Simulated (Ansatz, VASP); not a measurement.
# One calculation of MoS2, two programs

```
Mo S
1.0
     1.66423    0.96084    5.38079
    -1.66423    0.96084    5.38079
     0.00000   -1.92169    5.38079
Mo S
1 2
Direct
  0.00002 0.00002 0.00002
  0.75356 0.75356 0.75356
  0.57972 0.57972 0.57972
```

Alike in both runs: task single point; functional PBEsol; dispersion D3(BJ); k mesh 12 × 12 × 12; occupations gaussian, width 0.05 eV; no spin polarisation.

```csv
,VASP,Ansatz
version,VASP 6.6.1,Ansatz 0.2.0
potentials or method,"VASP PAW PBE potentials, release 64 (Mo_sv, S)","scalar-relativistic, plane waves, PAW"
plane-wave cutoff (eV),520,420
valence electrons in the cell,26,26
```

Ansatz gave:

| Item | Value |
| --- | --- |
| gap on the k mesh at the Fermi level (eV) | none |
| pressure (GPa) | -2.7 |
| traceless stress, the component that is largest in VASP (GPa) | 16.74 |
| rms of the force components (eV/Å) | 0.736 |

Problem. Which values does VASP return?

Solution. gap on the k mesh at the Fermi level (eV): none; pressure (GPa): -2.7; traceless stress, the component that is largest in VASP (GPa): 16.92; rms of the force components (eV/Å): 0.741.

VASP's potentials were made for PBE, not for PBEsol. Atom by atom the forces differ by 0.005 eV/Å (rms over components). A gap of «none» marks a metal or a gap that the smearing closes.
